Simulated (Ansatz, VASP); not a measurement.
## BeS: VASP beside Ansatz

The input INCAR:

```
  ALGO = Normal
  EDIFF = 1E-6
  ENCUT = 520
  GGA = PS
  ISIF = 2
  ISMEAR = 0
  LASPH = True
  LCHARG = False
  LREAL = False
  LWAVE = False
  NBANDS = 11
  NELM = 100
  PREC = Accurate
  SIGMA = 0.05
```

The input KPOINTS:

```
k-points
0
Gamma
  10 10 10
```

Contents of POSCAR:

```
BeS
1.0
    0.0000000000      2.3095333280      2.3848960430
    2.3848960430      0.0000000000      2.3848960430
    2.3848960430      2.3095333280      0.0000000000
Be S
1 1
Direct
    0.0000000000      0.0000000000      0.0000000000
    0.7500000000      0.7500000000      0.7500000000
```

Input for Ansatz:

```yaml
crystal:
  lattice:
    - [0.0, 2.309533328, 2.384896043]
    - [2.384896043, 0.0, 2.384896043]
    - [2.384896043, 2.309533328, 0.0]
  atoms:
    - { symbol: Be, position: [0.0, 0.0, 0.0] }
    - { symbol: S, position: [0.75, 0.75, 0.75] }
basis:
  ecutwfc: 520.0
kpoints:
  mp_grid: { grid: [10, 10, 10] }
hamiltonian:
  xc: pbesol
scf:
  occupations: { method: gaussian, width: 0.05 }
output:
  forces: true
  stress: true
  eigenvalues: true
```

Alike in both runs: task single point; functional PBEsol; k mesh 10 × 10 × 10; occupations gaussian, width 0.05 eV; no spin polarisation.

```csv
,VASP,Ansatz
version,VASP 6.6.1,Ansatz 0.2.0
potentials or method,"VASP PAW PBE potentials, release 64 (Be, S), cutoff 520 eV","scalar-relativistic, plane waves, PAW"
valence electrons in the cell,8,8
```

```tsv
	VASP	Ansatz	Ansatz less VASP
gap on the k mesh at the Fermi level (eV)	2.43	2.43	-0.004
least direct gap on the mesh (eV)	5.43	5.39	-0.031
pressure (GPa)	8.5	8.3	-0.18
traceless stress, the component that is largest in VASP (GPa)	1.97	1.98	+0.012
```

VASP's potentials were made for PBE, not for PBEsol. With one functional, cell and mesh, what is left measures potentials, basis and numerics.
